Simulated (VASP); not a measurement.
# As (R-3m) in VASP: further runs, part 2 of 2

VASP 6.6.1.

### Step 5. Single point, PBEsol+D3(BJ)

This run uses another cell than the first one, of 21.53 Å³/atom, 1.212 times its volume.

INCAR

```
PREC = Accurate
ENCUT = 500
EDIFF = 1E-6
ISMEAR = -1
SIGMA = 0.1
LREAL = False
LASPH = True
NELM = 120
ALGO = Normal
ISIF = 2
LWAVE = False
LCHARG = False
GGA = PS
IVDW = 12
NBANDS = 12
GGA_COMPAT = False
```

KPOINTS

```
regular mesh
0
Gamma
  8 8 8
```

POSCAR

```
As
1.0
    1.8807970000      1.0858790000      3.5140620000
   -1.8807970000      1.0858790000      3.5140620000
    0.0000000000     -2.1717570000      3.5140620000
As
2
Direct
    0.7740000000      0.7740000000      0.7740000000
    0.2260000000      0.2260000000      0.2260000000
```

Potentials or basis: VASP PAW PBE potentials, release 64 (As).

Started as:

```sh
cat potpaw_PBE.64/As/POTCAR > POTCAR
mpirun -np 1 vasp_std > vasp.out
```

OUTCAR:

```text
PREC = Accurate
   ENCUT = 500
   EDIFF = 1E-6
   ISMEAR = -1
   LREAL = False
   LASPH = True
   NELM = 120
   ISIF = 2
   GGA = PS
   IVDW = 12
 IVDW          = 12

 ion  position               nearest neighbor table
   1  0.774  0.774  0.774-   2 2.51   2 2.51   2 2.51
   2  0.226  0.226  0.226-   1 2.51   1 2.51   1 2.51

  LATTYP: Found a trigonal (rhomboedric) cell.
 ALAT       =     4.1310001571
 COS(alpha) =     0.5854246715

  Lattice vectors:

[... 547 lines left out ...]

 Edisp (eV)   -0.73427

 E8    (eV) :    -0.4715

  FORCE on cell =-STRESS in cart. coord.  units (eV):
  Direction    XX          YY          ZZ          XY          YZ          ZX
  --------------------------------------------------------------------------------------
  -------------------------------------------------------------------------------------
  Total      -0.48474    -0.48474    -0.73236     0.00000    -0.00000    -0.00000
  in kB     -18.03583   -18.03583   -27.24910     0.00000    -0.00000    -0.00000
  external pressure =      -21.11 kB  Pullay stress =        0.00 kB

 VOLUME and BASIS-vectors are now :
 -----------------------------------------------------------------------------
  energy-cutoff  :      500.00
  volume of cell :       43.06
      direct lattice vectors                 reciprocal lattice vectors
     1.880797000  1.085879000  3.514062000     0.265844746  0.153485534  0.094856972
    -1.880797000  1.085879000  3.514062000    -0.265844746  0.153485534  0.094856972
     0.000000000 -2.171757000  3.514062000     0.000000000 -0.306971067  0.094857016

 POSITION                                       TOTAL-FORCE (eV/Angst)
 -----------------------------------------------------------------------------------
      0.00000      0.00000      8.15965         0.000000     -0.000000     -0.424215
      0.00000      0.00000      2.38253         0.000000      0.000000      0.424215
 -----------------------------------------------------------------------------------
    total drift:                                0.000000     -0.000000      0.000000

  FREE ENERGIE OF THE ION-ELECTRON SYSTEM (eV)
  ---------------------------------------------------
  free  energy   TOTEN  =       -10.9461836051 eV

  energy  without entropy=      -10.9389224791  energy(sigma->0) =      -10.94255304
```

stdout:

```text
POSCAR found type information on POSCAR As
 POSCAR found :  1 types and       2 ions
 scaLAPACK will be used
 -----------------------------------------------------------------------------
|                                                                             |
|                                                                             |
|     You enforced a specific xc type in the INCAR file but a different       |
|     I HOPE YOU KNOW WHAT YOU ARE DOING!                                     |
|                                                                             |
 -----------------------------------------------------------------------------

 LDA part: xc-table for (Slater+PW92), standard interpolation
 POSCAR, INCAR and KPOINTS ok, starting setup
 FFT: planning ... GRIDC
 FFT: planning ... GRID_SOFT
 FFT: planning ... GRID
 WAVECAR not read
 entering main loop
```

Wall time 23 s (1 thread of Intel Xeon 6975P-C, shared host); peak memory 0.19 GiB.

Results:

- Free energy: -10.9462 eV
- Pressure: -2.1 GPa
- Largest force: 0.424 eV/Å
- Band gap on the k mesh: zero (band 5 reaches 5.50 eV, above the bottom of band 6 at 4.97 eV)
- Dispersion energy per atom: -0.367 eV

Forces on the atoms (eV/Å):
```
As   0.000  0.000 -0.424
As   0.000  0.000  0.424
```

Stress tensor (GPa, compression positive):
```
-1.80  0.00  0.00
 0.00 -1.80  0.00
 0.00  0.00 -2.72
```

Caveat: three body term missing; the PAW data sets were made with another functional, which shifts forces and pressure a little; pairwise dispersion overbinds metals, which lowers pressure and volume.

### Step 6. Single point, PBEsol+D3(BJ)

This run uses another cell than the first one, of 21.53 Å³/atom, 1.212 times its volume.

INCAR

```
SYSTEM = As
ALGO = Normal
EDIFF = 1E-6
ENCUT = 500
GGA = PS
GGA_COMPAT = .FALSE.
ISIF = 2
ISMEAR = -1
IVDW = 12
LASPH = .TRUE.
LCHARG = .FALSE.
LREAL = .FALSE.
LWAVE = .FALSE.
NBANDS = 12
NELM = 120
PREC = Accurate
SIGMA = 0.1
```

KPOINTS

```
k-points
0
G
  8 8 8
  0 0 0
```

POSCAR is that of step 5.

Potentials or basis: VASP PAW PBE potentials, release 64 (As).

Started as:

```sh
cat potpaw_PBE.64/As/POTCAR > POTCAR
mpirun -np 1 vasp_std > vasp.out
```

OUTCAR:

```text
SYSTEM = As
   EDIFF = 1E-6
   ENCUT = 500
   GGA = PS
   ISIF = 2
   ISMEAR = -1
   IVDW = 12
   LASPH = .TRUE.
   LREAL = .FALSE.
   NELM = 120
   PREC = Accurate
 IVDW          = 12

 ion  position               nearest neighbor table
   1  0.774  0.774  0.774-   2 2.51   2 2.51   2 2.51
   2  0.226  0.226  0.226-   1 2.51   1 2.51   1 2.51

  LATTYP: Found a trigonal (rhomboedric) cell.
 ALAT       =     4.1310001571
 COS(alpha) =     0.5854246715

  Lattice vectors:

 A1 = (   1.8807970000,   1.0858790000,   3.5140620000)
 A2 = (  -1.8807970000,   1.0858790000,   3.5140620000)
 A3 = (   0.0000000000,  -2.1717570000,   3.5140620000)

Analysis of symmetry for initial positions (statically):
=====================================================================
 Subroutine PRICEL returns:
 Original cell was already a primitive cell.

 Routine SETGRP: Setting up the symmetry group for a
 trigonal (rhombohedral) supercell.

 Subroutine GETGRP returns: Found 12 space group operations
 (whereof 12 operations were pure point group operations)
[... 174 lines left out ...]
      3       2.8498      2.00000
      4       3.3028      2.00000
      5       3.3028      2.00000
      6       6.8949      0.00000
      7       8.2256      0.00000
      8       8.2256      0.00000
      9      12.1643      0.00000
     10      12.1643      0.00000
     11      12.6747      0.00000
     12      14.0898      0.00000
[... 331 lines left out ...]
 k-point    24 :       0.3750    0.1250    0.1250
  band No.  band energies     occupation
      1      -8.6265      2.00000
      2      -3.3310      2.00000
      3       1.1003      2.00000
      4       3.0249      2.00000
      5       5.3760      1.31440
      6       5.5312      0.57772
      7       6.9005      0.00000
      8       8.8049      0.00000
      9      11.4894      0.00000
     10      13.0053      0.00000
     11      13.6601      0.00000
     12      16.4071      0.00000

 [... further k-points ...]

------------------------ aborting loop because EDIFF is reached ----------------------------------------

 Edisp (eV)   -0.73427

 E8    (eV) :    -0.4715

  FORCE on cell =-STRESS in cart. coord.  units (eV):
  Direction    XX          YY          ZZ          XY          YZ          ZX
  --------------------------------------------------------------------------------------
  -------------------------------------------------------------------------------------
  Total      -0.48474    -0.48474    -0.73236     0.00000    -0.00000    -0.00000
  in kB     -18.03583   -18.03583   -27.24910     0.00000    -0.00000    -0.00000
  external pressure =      -21.11 kB  Pullay stress =        0.00 kB

 VOLUME and BASIS-vectors are now :
 -----------------------------------------------------------------------------
  energy-cutoff  :      500.00
  volume of cell :       43.06
      direct lattice vectors                 reciprocal lattice vectors
     1.880797000  1.085879000  3.514062000     0.265844746  0.153485534  0.094856972
    -1.880797000  1.085879000  3.514062000    -0.265844746  0.153485534  0.094856972
     0.000000000 -2.171757000  3.514062000     0.000000000 -0.306971067  0.094857016

 POSITION                                       TOTAL-FORCE (eV/Angst)
 -----------------------------------------------------------------------------------
      0.00000      0.00000      8.15965         0.000000     -0.000000     -0.424215
      0.00000      0.00000      2.38253         0.000000      0.000000      0.424215
 -----------------------------------------------------------------------------------
    total drift:                                0.000000     -0.000000      0.000000

  FREE ENERGIE OF THE ION-ELECTRON SYSTEM (eV)
  ---------------------------------------------------
  free  energy   TOTEN  =       -10.9461836051 eV

  energy  without entropy=      -10.9389224791  energy(sigma->0) =      -10.94255304
```

OSZICAR:

```text
N       E                     dE             d eps       ncg     rms          rms(c)
DAV:   1     0.277402896457E+02    0.27740E+02   -0.40174E+03  1560   0.668E+02
DAV:   2    -0.862550329301E+01   -0.36366E+02   -0.34568E+02  2120   0.110E+02
DAV:   3    -0.102396445733E+02   -0.16141E+01   -0.16065E+01  1964   0.235E+01
DAV:   4    -0.102472832335E+02   -0.76387E-02   -0.76377E-02  1808   0.187E+00
DAV:   5    -0.102473021987E+02   -0.18965E-04   -0.18965E-04  1952   0.101E-01    0.344E+00
DAV:   6    -0.102243965370E+02    0.22906E-01   -0.65461E-03  1808   0.437E-01    0.205E+00
DAV:   7    -0.102118924603E+02    0.12504E-01   -0.14085E-02  1784   0.657E-01    0.678E-02
DAV:   8    -0.102119016955E+02   -0.92352E-05   -0.46333E-04  1776   0.130E-01    0.242E-02
DAV:   9    -0.102119165269E+02   -0.14831E-04   -0.31983E-05  1960   0.336E-02    0.130E-02
DAV:  10    -0.102119161407E+02    0.38621E-06   -0.19971E-06  1580   0.792E-03
   1 F= -.10946184E+02 E0= -.10942553E+02  d E =-.726113E-02
```

Run time: 21 s. Hardware: 1 thread of Intel Xeon 6975P-C, shared host; peak memory 0.19 GiB.

Results:

| Quantity | Value |
| --- | --- |
| Free energy | -10.9462 eV |
| Pressure | -2.1 GPa |
| Largest force | 0.424 eV/Å |
| Band gap on the k mesh | zero (band 5 reaches 5.50 eV, above the bottom of band 6 at 4.97 eV) |
| Dispersion energy per atom | -0.367 eV |

Forces in eV/Å, atoms in the order of the input:
```
As   0.000  0.000 -0.424
As   0.000  0.000  0.424
```

Caveat: three body term missing; the PAW data sets were made with another functional, which shifts forces and pressure a little; pairwise dispersion overbinds metals, which lowers pressure and volume.

### Step 7. Overview

```csv
cell,gap on the mesh (eV),pressure (GPa),largest force (eV/Å)
"a = 3.729 Å, angles 58.6°, 2 atoms",none,10.1,0.06
"a = 3.808 Å, angles 58.1°, 2 atoms",none,5.0,0.06
"a = 3.924 Å, angles 57.1°, 2 atoms",none,0.0,0.06
"a = 4.131 Å, angles 54.2°, 2 atoms",none,-2.1,0.42
```

Alike in all rows: task single point; level PBEsol+D3(BJ); potentials or basis VASP PAW PBE potentials, release 64 (As); no spin polarisation; k mesh 8 × 8 × 8; cutoff (eV) 500; smearing fermi-dirac 0.1 eV.

Caveats: three body term missing; the PAW data sets were made with another functional, which shifts forces and pressure a little; pairwise dispersion overbinds metals, which lowers pressure and volume.

Absolute energies hang on the potentials; compare differences alone.
